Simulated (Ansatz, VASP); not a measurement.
Two plane-wave programs on Si4O

The input INCAR:

```
PREC = Accurate ; ENCUT = 520
EDIFF = 1E-7 ; ISMEAR = 0
SIGMA = 0.05 ; LREAL = F
LASPH = T ; NELM = 150
ALGO = Normal ; ISIF = 2
LWAVE = F ; LCHARG = F
ISPIN = 2 ; MAGMOM = 0 0 0 0 2
LORBIT = 11 ; LDIPOL = T
IDIPOL = 3 ; DIPOL = 0.5 0.5 0.327
GGA = PE ; IVDW = 12
NBANDS = 23
```

File KPOINTS:

```
Automatic mesh
0
Gamma
  7 7 1
```

The input POSCAR:

```
Si4O
1.0
    3.8333442603      0.0000000000      0.0000000000
    0.0000000000      3.8333442603      0.0000000000
    0.0000000000      0.0000000000     21.1034818054
Si O
4 1
Direct
    0.0000000000      0.5000000000      0.1895421825
    0.0000000000      0.0000000000      0.2537634268
    0.5000000000      0.0000000000      0.3207061911
    0.5000000000      0.5000000000      0.3839879068
    0.5000000000      0.5000000000      0.4882361072
```

Input for Ansatz:

```yaml
crystal:
  lattice:
    - [3.8333442603, 0.0, 0.0]
    - [0.0, 3.8333442603, 0.0]
    - [0.0, 0.0, 21.1034818054]
  atoms:
    - { symbol: Si, position: [0.0, 0.5, 0.1895421825] }
    - { symbol: Si, position: [0.0, 0.0, 0.2537634268] }
    - { symbol: Si, position: [0.5, 0.0, 0.3207061911] }
    - { symbol: Si, position: [0.5, 0.5, 0.3839879068] }
    - { symbol: O, position: [0.5, 0.5, 0.4882361072], spin: 2.0 }
basis:
  ecutwfc: 420
kpoints:
  mp_grid: { grid: [7, 7, 1] }
hamiltonian:
  xc: pbe
  pseudopotentials: { kind: paw, azcp: { folder: soft_1 } }
  dispersion: d3bj
scf:
  occupations: { method: gaussian, width: 0.05 }
output:
  forces: true
  eigenvalues: true
  populations: true
magnetization:
  spin_polarized: true
efield:
  axis: 3
  dipole_correction: true
  ramp_width: 0.04
```

Alike in both runs: task single point; functional PBE; dispersion D3(BJ); k mesh 7 × 7 × 1; occupations gaussian, width 0.05 eV; collinear spin.

```csv
,VASP,Ansatz
version,VASP 6.6.1,Ansatz 0.2.0
potentials or method,"VASP PAW PBE potentials, release 64 (Si, O), cutoff 520 eV","scalar-relativistic, plane waves, PAW"
valence electrons in the cell,22,22
```

```csv
,VASP,Ansatz,Ansatz less VASP
gap on the k mesh at the Fermi level (eV),none,none,-
rms of the force components (eV/Å),1.637,1.649,+0.0120
net moment per atom (μB),0.15,0.15,-0.001
size of the moment on the site where the two differ most (μB),0.70,0.79,+0.087
```

Site moments also hang on the region over which each program counts them. Atom by atom the forces differ by 0.012 eV/Å (rms over components). A gap of «none» marks a metal or a gap that the smearing closes.
